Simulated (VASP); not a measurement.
Input of a VASP 6.6.1 run:

The input POSCAR:

```
Cu
1.0
   -1.4427933200      1.4427933200      1.3760814500
    1.4427933200     -1.4427933200      1.3760814500
    1.4427933200      1.4427933200     -1.3760814500
Cu
1
Direct
    0.0000000000      0.0000000000      0.0000000000
```

The input INCAR.step1:

```
SYSTEM = Cu
  PREC = Accurate
  ENCUT = 520
  ISMEAR = -5
  SIGMA = 0.05
  LREAL = .FALSE.
  LASPH = .TRUE.
  NELM = 150
  ISPIN = 2
  MAGMOM = 0.6
  LMAXMIX = 4
  NBANDS = 16
  GGA = PE
  ALGO = Normal
  EDIFF = 1E-4
  LWAVE = .TRUE.
  LCHARG = .FALSE.
```

INCAR.step2

```
SYSTEM = Cu
  PREC = Accurate
  ENCUT = 520
  EDIFF = 1E-6
  ISMEAR = -5
  SIGMA = 0.05
  LREAL = .FALSE.
  LASPH = .TRUE.
  NELM = 150
  ALGO = Normal
  ISIF = 2
  LWAVE = .FALSE.
  LCHARG = .TRUE.
  ISPIN = 2
  MAGMOM = 0.6
  LORBIT = 11
  LMAXMIX = 4
  METAGGA = R2SCAN
  LMIXTAU = .TRUE.
  IVDW = 12
  VDW_S6 = 1.0
  VDW_S8 = 0.78981345
  VDW_A1 = 0.49484001
  VDW_A2 = 5.73083694
  LELF = .TRUE.
  LVHAR = .TRUE.
  NBANDS = 16
  ISTART = 1
```

KPOINTS

```
regular mesh
0
G
  13 13 13
  0 0 0
```

Potentials or basis: VASP PAW PBE potentials, release 64 (Cu).

The run is started by

```console
$ cat potpaw_PBE.64/Cu/POTCAR > POTCAR
$ cp INCAR.step1 INCAR
$ mpirun -np 1 vasp_std > vasp.out
$ cp INCAR.step2 INCAR
$ mpirun -np 1 vasp_std > vasp.out
```

(1) Predict the dispersion energy per atom.

(2) Estimate the net moment.

## Answers

(1) -0.283 eV.

(2) 0.00 μB per cell.
